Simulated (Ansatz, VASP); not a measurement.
**P: VASP beside Ansatz**

```
CELL_PARAMETERS angstrom
3.37628 0.00000 0.00000
0.00000 35.83943 0.00000
0.00000 0.00000 4.38162
ATOMIC_POSITIONS crystal
P 0.00000 0.97026 0.59215
P 0.00000 0.02974 0.40785
P 0.50000 0.02974 0.09215
P 0.50000 0.97026 0.90785
```

Alike in both runs: task single point; functional LDA; k mesh 10 × 1 × 8; occupations gaussian, width 0.05 eV; no spin polarisation.

|  | VASP | Ansatz |
| --- | --- | --- |
| version | VASP 6.6.1 | Ansatz 0.2.0 |
| potentials or method | VASP PAW LDA potentials, release 64 (P), cutoff 520 eV | scalar-relativistic, plane waves, PAW |
| valence electrons in the cell | 20 | 20 |

Ansatz gave:

- gap on the k mesh at the Fermi level (eV): 0.43
- least direct gap on the mesh (eV): 0.45
- rms of the force components (eV/Å): 0.553

Question: Estimate VASP's values.

Answer: gap on the k mesh at the Fermi level (eV): 0.44; least direct gap on the mesh (eV): 0.46; rms of the force components (eV/Å): 0.540.

LDA's correlation is that of Perdew and Zunger in VASP and of Perdew and Wang (1992) in Ansatz. Atom by atom the forces differ by 0.024 eV/Å (rms over components).
